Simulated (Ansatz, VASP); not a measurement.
**Two plane-wave programs on AlN**

```xyz
4
Lattice="3.1110 0.0000 0.0000 -1.5555 2.6942 0.0168 0.0000 0.0311 4.9780" Properties=species:S:1:pos:R:3 pbc="T T T"
Al    0.0000    1.7961    0.0112
Al    1.5555    0.9136    2.4946
N     0.0000    1.8081    1.9278
N     1.5555    0.9256    4.4111
```

Change from the starting cell: strain +0.0125 x Voigt [0, 0, 0, 1, 0, 0], atoms carried along.

Alike in both runs: task single point; functional PBEsol; k mesh 9 × 9 × 6; occupations gaussian, width 0.05 eV; no spin polarisation.

|  | VASP | Ansatz |
| --- | --- | --- |
| version | VASP 6.6.1 | Ansatz 0.2.0 |
| potentials or method | VASP PAW PBE potentials, release 64 (Al, N), cutoff 520 eV | scalar-relativistic, plane waves, PAW |
| valence electrons in the cell | 16 | 16 |

|  | VASP | Ansatz | Ansatz less VASP |
| --- | --- | --- | --- |
| gap on the k mesh at the Fermi level (eV) | 4.08 | 4.07 | -0.016 |
| least direct gap on the mesh (eV) | 4.08 | 4.07 | -0.016 |
| pressure (GPa) | 0.5 | 0.6 | +0.06 |
| traceless stress, the component that is largest in VASP (GPa) | -1.60 | -1.59 | +0.011 |
| rms of the force components (eV/Å) | 0.111 | 0.110 | -0.0009 |

VASP's potentials were made for PBE, not for PBEsol. Atom by atom the forces differ by 0.001 eV/Å (rms over components).
